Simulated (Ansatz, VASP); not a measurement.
# Two plane-wave programs on Ni

The input INCAR:

```
SYSTEM = Ni
PREC = Accurate ; ENCUT = 600
EDIFF = 1E-6 ; ISMEAR = -1
SIGMA = 0.05 ; LREAL = .False.
LASPH = .True. ; NELM = 150
ALGO = Normal ; ISIF = 3
LWAVE = .False. ; LCHARG = .False.
ISPIN = 2 ; MAGMOM = 1.5 1.5
LORBIT = 11 ; LMAXMIX = 4
GGA = PE ; IBRION = 2
NSW = 100 ; EDIFFG = -0.005
```

Contents of KPOINTS:

```
Automatic mesh
0
Gamma
  15 15 8
  0 0 0
```

File POSCAR:

```
Ni
1.0
    2.5123336524      0.0000000000      0.0000000000
   -1.2561668262      2.1757447658      0.0000000000
    0.0000000000      0.0000000000      4.0699805169
Ni
2
Direct
    0.3333333333      0.6666666667      0.2500000000
    0.6666666667      0.3333333333      0.7500000000
```

Input for Ansatz:

```yaml
crystal:
  lattice:
    - [2.5123336524, 0.0, 0.0]
    - [-1.2561668262, 2.1757447658, 0.0]
    - [0.0, 0.0, 4.0699805169]
  atoms:
    - { symbol: Ni, position: [0.3333333333, 0.6666666667, 0.25], spin: 1.5 }
    - { symbol: Ni, position: [0.6666666667, 0.3333333333, 0.75], spin: 1.5 }
magnetization:
  spin_polarized: true
kpoints:
  mp_grid: { grid: [15, 15, 8] }
scf:
  occupations: { method: fermi_dirac, width: 0.05 }
hamiltonian:
  xc: pbe
  pseudopotentials: { kind: paw }
output:
  forces: true
  stress: true
relax:
  f_tol: 0.005
  max_steps: 80
  cell: {}
```

Alike in both runs: task relaxation of cell and atoms; functional PBE; k mesh 15 × 15 × 8; occupations fermi-dirac, width 0.05 eV; collinear spin.

|  | VASP | Ansatz |
| --- | --- | --- |
| version | VASP 6.6.1 | Ansatz 0.2.0 |
| potentials or method | VASP PAW PBE potentials, release 64 (Ni) | PAW with Ansatz's default frozen-core files, scalar-relativistic |
| plane-wave cutoff (eV) | 600 | 420 |
| valence electrons in the cell | 20 | 36 |

```tsv
	VASP	Ansatz	Ansatz less VASP
net moment per atom (μB)	0.65	0.65	+0.006
size of the moment on the site where the two differ most (μB)	0.66	0.69	+0.033
relaxed volume (Å³/atom)	10.92	10.93	+0.006
relaxed length of the cell vector where the two differ most in proportion (Å)	4.084	4.085	+0.0010
```

Site moments also hang on the region over which each program counts them. VASP's potentials hold 20 valence electrons a cell and Ansatz's 36, so a difference there can come from the potentials and not from the codes.
